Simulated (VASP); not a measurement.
Write the native input for VASP 6.6.1 that does the following.

| Property | Result |
| --- | --- |
| Task | single point |
| Functional | LDA |
| Potentials or basis | VASP PAW LDA potentials, release 64 (Si) |
| Cutoff | 520 eV |
| k mesh | 20 × 20 × 20 |
| Occupations | gaussian, width 0.15 eV |
| Spin | no spin polarisation |
| Dipole correction | no |
| Further INCAR settings | ALGO = Normal; EDIFF = 1e-06; NBANDS = 11 |

The structure of Si lies in POSCAR:

```
Si
1.0
   -2.3002311354      2.3002311354      1.3093264091
    2.3002311354     -2.3002311354      1.3093264091
    2.3002311354      2.3002311354     -1.3093264091
Si
2
Direct
    0.2500000000      0.7500000000      0.5000000000
    0.5000000000      0.5000000000      0.0000000000
```

This cell differs from its parent crystal: strain -0.030 along x and y, -0.015 along z.

These files were run (other wordings do the same):

INCAR

```
SYSTEM = Si
PREC = Accurate
ENCUT = 520
EDIFF = 1E-6
ISMEAR = 0
SIGMA = 0.15
LREAL = .False.
LASPH = .True.
NELM = 100
ALGO = Normal
ISIF = 2
LWAVE = .False.
LCHARG = .False.
NBANDS = 11
```

KPOINTS

```
regular mesh
0
Gamma
  20 20 20
  0 0 0
```

Potentials or basis: VASP PAW LDA potentials, release 64 (Si).

The run is started by

```sh
$ cat potpaw_LDA.64/Si/POTCAR > POTCAR
$ mpirun -np 1 vasp_std > vasp.out
```

Results of the run:

* Pressure: 9.9 GPa
* Band gap on the k mesh: zero (bands 4 and 5 overlap by 7.37 eV)

Caveat: the cell differs from its parent crystal (strain -0.030 along x and y, -0.015 along z); the cell stands under pressure.

It took 2.2 min on 1 thread of Intel(R) Xeon(R) 6975P-C (Granite Rapids) (shared host), peak memory 0.25 GiB.
